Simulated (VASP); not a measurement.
Pb: single point with PBE

Crystal: Pb.

```
CELL_PARAMETERS angstrom
3.58918 0.00000 0.00000
1.79459 3.10832 0.00000
1.79459 1.03611 2.93055
ATOMIC_POSITIONS crystal
Pb 0.00000 0.00000 0.00000
```

| Item | Value |
| --- | --- |
| Program | VASP 6.6.1 |
| Task | single point |
| Functional | PBE |
| Potentials or basis | VASP PAW PBE potentials, release 64 (Pb_d) |
| Cutoff | 520 eV |
| k mesh | 6 × 6 × 6 |
| Occupations | fermi-dirac, width 0.05 eV |
| Spin | no spin polarisation |

```
Pressure               : 0.0 GPa
Band gap on the k mesh : zero (band 7 reaches 13.31 eV, above the bottom of band 8 at 5.09 eV)
```

Levels at points of the mesh, in eV from the Fermi level:
| k point | band 5 | band 6 | band 7 | band 8 | band 9 | band 10 |
| --- | --- | --- | --- | --- | --- | --- |
| (0.00, 0.00, 0.00) | -16.98 | -11.34 | 6.76 | 6.76 | 6.76 | 9.62 |
| (0.50, 0.00, 0.00) | -16.87 | -8.14 | -3.92 | 5.10 | 5.10 | 8.74 |
| (0.50, 0.50, 0.00) | -16.84 | -6.90 | -3.06 | 1.89 | 1.89 | 5.10 |

It took 15 s on 1 thread of Intel(R) Xeon(R) Platinum 8375C CPU @ 2.90GHz (Ice Lake), on a shared host, peak memory 0.15 GiB.

Caveat: spin-orbit coupling is left out, which moves the levels of the heavy elements.
